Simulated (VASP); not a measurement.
Here is a VASP 6.6.1 calculation.

File INCAR:

```
PREC     = Accurate       # precision mode
ENCUT    = 600            # plane-wave cutoff, eV
EDIFF    = 1E-7           # SCF threshold, eV
ISMEAR   = 0              # smearing method
SIGMA    = 0.1            # smearing width, eV
LREAL    = False          # projectors in reciprocal space
LASPH    = True           # aspherical terms in the spheres
NELM     = 200            # most SCF steps
ALGO     = Normal         # electronic algorithm
ISIF     = 3              # what is computed and relaxed
LWAVE    = False          # write WAVECAR
LCHARG   = False          # write CHGCAR
ISPIN    = 2              # spin polarisation
MAGMOM   = 0.12 0.12 1.4 1.4 1.4 1.4 # initial moments
LORBIT   = 11             # projections on sites
GGA      = PE             # functional
IBRION   = 2              # ionic algorithm
NSW      = 100            # ionic steps
EDIFFG   = -0.01          # ionic threshold
GGA_COMPAT= False        
NELMIN   = 4            
KPAR     = 4
```

KPOINTS

```
Automatic mesh
0
Gamma
  10 10 10
```

File POSCAR:

```
InO2
1.0
    0.0000000000      3.3963536587      3.3963536587
    3.3963536587      0.0000000000      3.3963536587
    3.3963536587      3.3963536587      0.0000000000
In O
2 4
Direct
    0.0000000000      0.0000000000      0.0000000000
    0.2500000000      0.2500000000      0.2500000000
    0.6250000000      0.6250000000      0.6250000000
    0.1250000000      0.6250000000      0.6250000000
    0.6250000000      0.6250000000      0.1250000000
    0.6250000000      0.1250000000      0.6250000000
```

Potentials or basis: VASP PAW PBE potentials, release 64 (In_d, O).

The run is started by

```sh
$ cat potpaw_PBE.64/In_d/POTCAR potpaw_PBE.64/O/POTCAR > POTCAR
$ mpirun -np 4 vasp_std > vasp.out
```

**Question.** Predict the relaxed cell.

**Answer.** a = 4.854 Å, b = 4.854 Å, c = 4.854 Å, α = 60.00°, β = 60.00°, γ = 60.00°.

**Question.** Predict the space group after relaxing (to 0.1 Å).

**Answer.** Fd-3m (No. 227).

**Question.** Predict the relaxed volume.

**Answer.** 13.47 Å³/atom.

Final structure:
```xyz
6
Lattice="0.0000 3.4320 3.4320 3.4320 0.0000 3.4320 3.4320 3.4320 0.0000" Properties=species:S:1:pos:R:3 pbc="T T T"
In    0.0000    0.0000    0.0000
In    1.7160    1.7160    1.7160
O     4.2899    4.2899    4.2899
O     4.2899    2.5740    2.5740
O     2.5740    2.5740    4.2899
O     2.5740    4.2899    2.5740
```
